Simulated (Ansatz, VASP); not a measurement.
**One calculation of CsOsC3N3, two programs**

```
Cs Os C N
1.0
     0.00000    5.22375    5.22375
     5.22375    0.00000    5.22375
     5.22375    5.22375    0.00000
Cs Os C N
2 2 6 6
Direct
  0.25000 0.25000 0.25000
  0.75000 0.75000 0.75000
  0.00000 0.00000 0.00000
  0.50000 0.50000 0.50000
  0.80562 0.19438 0.19438
  0.19438 0.80562 0.19438
  0.19438 0.19438 0.80562
  0.19438 0.80562 0.80562
  0.80562 0.19438 0.80562
  0.80562 0.80562 0.19438
  0.69257 0.30743 0.30743
  0.30743 0.69257 0.30743
  0.30743 0.30743 0.69257
  0.30743 0.69257 0.69257
  0.69257 0.30743 0.69257
  0.69257 0.69257 0.30743
```

Alike in both runs: functional PBE; k mesh 4 × 4 × 4; occupations gaussian, width 0.1 eV; collinear spin.

Ansatz relaxed the structure, and its values are those at the end. VASP's run is a single point on that final structure, the one shown.

|  | VASP | Ansatz |
| --- | --- | --- |
| version | VASP 6.6.1 | Ansatz 0.2.0 |
| potentials or method | VASP PAW PBE potentials, release 64 (Cs_sv, Os, C, N), cutoff 520 eV | scalar-relativistic, plane waves, PAW |
| valence electrons in the cell | 88 | 104 |

|  | VASP | Ansatz | Ansatz less VASP |
| --- | --- | --- | --- |
| gap on the k mesh at the Fermi level (eV) | 2.46 | 2.41 | -0.058 |
| least direct gap on the mesh (eV) | 2.50 | 2.43 | -0.063 |
| pressure (GPa) | 0.7 | 0.0 | -0.69 |
| rms of the force components (eV/Å) | 0.089 | 0.004 | -0.0848 |
| net moment per atom (μB) | 0.00 | 0.00 | 0.000 |

VASP's potentials hold 88 valence electrons a cell and Ansatz's 104, so a difference there can come from the potentials and not from the codes. Ansatz's warnings: seeded moment not kept.

Neither program's run includes spin-orbit coupling. Noted on VASP's run: the standard files for N, O and F lose accuracy on very short bonds.
